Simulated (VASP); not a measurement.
Wanted: the native input for a VASP 6.6.1 run.

```
Task                   : single point
Functional             : PBE
Dispersion             : D3(BJ)
Potentials or basis    : VASP PAW PBE potentials, release 64 (O)
Cutoff                 : 600 eV
k mesh                 : 8 × 8 × 8
Occupations            : gaussian, width 0.1 eV
Spin                   : no spin polarisation
Dipole correction      : no
Further INCAR settings : ALGO = Normal; EDIFF = 1e-06; NBANDS = 13
```

The structure of O lies in POSCAR:

```
O
1.0
    0.0000000000      2.1708564400      2.1708564400
    2.1708564400      0.0000000000      2.1708564400
    2.1708564400      2.1708564400      0.0000000000
O
2
Direct
    0.2500000000      0.2500000000      0.2500000000
    0.0000000000      0.0000000000      0.0000000000
```

These files were run (other wordings do the same):

INCAR

```
SYSTEM = O
PREC     = Accurate       ! precision mode
ENCUT    = 600            ! plane-wave cutoff, eV
EDIFF    = 1E-6           ! SCF threshold, eV
ISMEAR   = 0              ! smearing method
SIGMA    = 0.1            ! smearing width, eV
LREAL    = .False.        ! projectors in reciprocal space
LASPH    = .True.         ! aspherical terms in the spheres
NELM     = 120            ! most SCF steps
ALGO     = Normal         ! electronic algorithm
ISIF     = 2              ! what is computed and relaxed
LWAVE    = .False.        ! write WAVECAR
LCHARG   = .True.         ! write CHGCAR
GGA      = PE             ! functional
IVDW     = 12             ! dispersion correction
LELF     = .True.         ! ELF
LVHAR    = .True.       
NBANDS   = 13             ! bands
GGA_COMPAT= .False.
```

KPOINTS

```
regular mesh
0
Gamma
  8 8 8
  0 0 0
```

Potentials or basis: VASP PAW PBE potentials, release 64 (O).

Launch:

```sh
$ cat potpaw_PBE.64/O/POTCAR > POTCAR
$ mpirun -np 1 vasp_std > vasp.out
```

Results of the run:

```
Pressure                   : 4.9 GPa
Band gap on the k mesh     : zero (band 6 reaches 1.33 eV, above the bottom of band 7 at 0.20 eV)
Dispersion energy per atom : -0.086 eV
```

Caveat: pairwise dispersion overbinds metals, which lowers pressure and volume.

Run time: 17 s on 1 thread of Intel Xeon 8259CL, on a shared host, peak memory 0.16 GiB.
